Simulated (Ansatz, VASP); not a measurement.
**La3Tl in VASP and in Ansatz**

The input INCAR:

```
SYSTEM = La3Tl
PREC = Accurate ; ENCUT = 520
EDIFF = 1E-8 ; ISMEAR = -1
SIGMA = 0.08 ; LREAL = .FALSE.
LASPH = .TRUE. ; NELM = 60
ALGO = Normal ; ISIF = 2
LWAVE = .FALSE. ; LCHARG = .FALSE.
LEFG = .TRUE. ; NBANDS = 31
```

KPOINTS

```
regular mesh
0
G
  8 8 8
  0 0 0
```

File POSCAR:

```
La3Tl
1.0
    5.0600000000      0.0253000000      0.0253000000
    0.0253000000      5.0600000000      0.0253000000
    0.0253000000      0.0253000000      5.0600000000
La Tl
3 1
Direct
    0.0000000000      0.5000000000      0.5000000000
    0.5000000000      0.0000000000      0.5000000000
    0.5000000000      0.5000000000      0.0000000000
    0.0000000000      0.0000000000      0.0000000000
```

Input for Ansatz:

```yaml
crystal:
  lattice:
    - [5.06, 0.0253, 0.0253]
    - [0.0253, 5.06, 0.0253]
    - [0.0253, 0.0253, 5.06]
  atoms:
    - { symbol: La, position: [0.0, 0.5, 0.5] }
    - { symbol: La, position: [0.5, 0.0, 0.5] }
    - { symbol: La, position: [0.5, 0.5, 0.0] }
    - { symbol: Tl, position: [0.0, 0.0, 0.0] }
kpoints:
  mp_grid: { grid: [8, 8, 8] }
scf:
  occupations: { method: fermi_dirac, width: 0.08 }
hamiltonian:
  xc: lda
  pseudopotentials: { kind: all_electron, datasets: crystal }
output:
  forces: true
  stress: true
  eigenvalues: true
  efg: { contact_densities: true }
```

Change from the starting cell: equal xy, yz and zx shear strains of +1 %, crystal datasets.

Alike in both runs: task electric field gradients; functional LDA; k mesh 8 × 8 × 8; occupations fermi-dirac, width 0.08 eV; no spin polarisation.

```csv
,VASP,Ansatz
version,VASP 6.6.1,Ansatz 0.2.0
potentials or method,"VASP PAW LDA potentials, release 64 (La, Tl_d), cutoff 520 eV","all-electron PAW with datasets made for the crystal, scalar-relativistic"
```

```tsv
	VASP	Ansatz	Ansatz less VASP
pressure (GPa)	-3.6	-3.6	+0.05
traceless stress, the component that is largest in VASP (GPa)	-0.19	-0.19	+0.001
size of Vzz on the site where it differs most (V/Å²)	127.8	120.3	-7.51
```

LDA's correlation is that of Perdew and Zunger in VASP and of Perdew and Wang (1992) in Ansatz. Ansatz ran all-electron here, and VASP with PAW potentials.

Neither program's run includes spin-orbit coupling.
